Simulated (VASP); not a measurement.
Input of a VASP 6.6.1 run:

Contents of INCAR:

```
SYSTEM = AlNi
PREC = Accurate
ENCUT = 520
EDIFF = 1E-7
ISMEAR = 0
SIGMA = 0.15
LREAL = .False.
LASPH = .True.
NELM = 100
ALGO = Fast
ISIF = 2
LWAVE = .False.
LCHARG = .False.
GGA = PS
NBANDS = 14
```

Contents of KPOINTS:

```
Automatic mesh
0
Gamma
  16 16 16
  0 0 0
```

The input POSCAR:

```
AlNi
1.0
    2.0953776693     -2.0953219876      0.0000000000
    2.2435276660      2.2434759213      0.0000000000
    0.0000000000      0.0000000000      2.8688666979
Al Ni
1 1
Direct
    0.0000000000      0.0000000000      0.0000000000
    0.5000000000      0.5000000000      0.5000000000
```

Potentials or basis: VASP PAW PBE potentials, release 64 (Al, Ni).

The run is started by

```console
$ cat potpaw_PBE.64/Al/POTCAR potpaw_PBE.64/Ni/POTCAR > POTCAR
$ mpirun -np 1 vasp_std > vasp.out
```

Question: Estimate the pressure.

Answer: -17.4 GPa.

Stress tensor (GPa, compression positive):
```
-18.65  -1.12   0.00
 -1.12 -18.65   0.00
  0.00   0.00 -14.94
```

Caveat: the cell differs from its parent crystal (normal strain along x +0.0367, normal strain along y +0.1100); the PAW data sets were made with another functional, which shifts forces and pressure a little. Spin polarisation is off, so any magnetic state and its effect on volume and gap are missing.
